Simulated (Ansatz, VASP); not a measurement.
## LiCl in VASP and in Ansatz

```
Li Cl
1.0
    -4.58183    4.58183    3.13704
     4.58183   -4.58183    3.13704
     4.58183    4.58183   -3.13704
Li Cl
6 6
Direct
  0.50000 0.50000 0.00000
  0.00000 0.00000 0.00000
  0.86574 0.36574 0.23148
  0.13426 0.63426 0.76852
  0.36574 0.13426 0.50000
  0.63426 0.86574 0.50000
  0.75000 0.25000 0.50000
  0.25000 0.75000 0.50000
  0.88979 0.61021 0.00000
  0.61021 0.88979 0.00000
  0.38979 0.38979 0.27958
  0.11021 0.11021 0.72042
```

Alike in both runs: functional PBE; k mesh 4 × 4 × 4; occupations gaussian, width 0.1 eV; no spin polarisation.

Ansatz relaxed the structure, and its values are those at the end. VASP's run is a single point on that final structure, the one shown.

|  | VASP | Ansatz |
| --- | --- | --- |
| version | VASP 6.6.1 | Ansatz 0.2.0 |
| potentials or method | VASP PAW PBE potentials, release 64 (Li_sv, Cl), cutoff 520 eV | scalar-relativistic, plane waves, PAW |
| valence electrons in the cell | 60 | 60 |

|  | VASP | Ansatz | Ansatz less VASP |
| --- | --- | --- | --- |
| gap on the k mesh at the Fermi level (eV) | 4.31 | 4.29 | -0.011 |
| least direct gap on the mesh (eV) | 4.31 | 4.29 | -0.011 |

With one functional, cell and mesh, what is left measures potentials, basis and numerics.

Noted on VASP's run: the cutoff is under 1.25 times that of the potentials, so the pressure is a little rough.
